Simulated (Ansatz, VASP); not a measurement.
**V in VASP and in Ansatz**

```
V
1.0
     2.62154    0.00000    0.00000
    -1.31077    2.27032    0.00000
     0.00000    0.00000    4.75462
V
2
Cartesian
  0.0000 1.5135 1.1887
  1.3108 0.7568 3.5660
```

Alike in both runs: task single point; functional PBEsol; k mesh 12 × 12 × 6; occupations fermi-dirac, width 0.05 eV; collinear spin.

|  | VASP | Ansatz |
| --- | --- | --- |
| version | VASP 6.6.1 | Ansatz 0.2.0 |
| potentials or method | VASP PAW PBE potentials, release 64 (V_sv) | Ansatz PAW |
| plane-wave cutoff (eV) | 520 | 420 |
| valence electrons in the cell | 26 | 26 |

Ansatz gave:

```
gap on the k mesh at the Fermi level (eV)                     : none
pressure (GPa)                                                : -10.2
traceless stress, the component that is largest in VASP (GPa) : -0.09
net moment per atom (μB)                                      : 0.00
```

Task: What did VASP give for the same quantities?

Result: gap on the k mesh at the Fermi level (eV): none; pressure (GPa): -10.1; traceless stress, the component that is largest in VASP (GPa): -0.06; net moment per atom (μB): 0.00.

VASP's potentials were made for PBE, not for PBEsol. A gap of «none» marks a metal or a gap that the smearing closes.
